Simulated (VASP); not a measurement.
Input of a VASP 6.6.1 run:

Contents of INCAR:

```
PREC = Accurate
ENCUT = 520
EDIFF = 1E-6
ISMEAR = -1
SIGMA = 0.1
LREAL = F
LASPH = T
NELM = 60
ALGO = Normal
ISIF = 2
LWAVE = F
LCHARG = F
GGA = PE
NBANDS = 28
```

KPOINTS

```
Automatic mesh
0
Gamma
  11 11 3
```

The input POSCAR:

```
Ca
1.0
    3.7425949863      0.0000000000      0.0000000000
   -1.8712974932      3.2411823342      0.0000000000
    0.0000000000      0.0000000000     12.2756999596
Ca
4
Direct
    0.0000000000      0.0000000000      0.0000000000
    0.0000000000      0.0000000000      0.5000000000
    0.3333333333      0.6666666667      0.2500000000
    0.6666666667      0.3333333333      0.7500000000
```

Potentials or basis: VASP PAW PBE potentials, release 64 (Ca_sv).

Run with:

```bash
$ cat potpaw_PBE.64/Ca_sv/POTCAR > POTCAR
$ mpirun -np 1 vasp_std > vasp.out
```

(1) What does it give for the band gap on the k mesh?

(2) Estimate the pressure.

Answers

(1) zero (bands 20 and 21 overlap by 0.26 eV).

(2) 2.8 GPa.
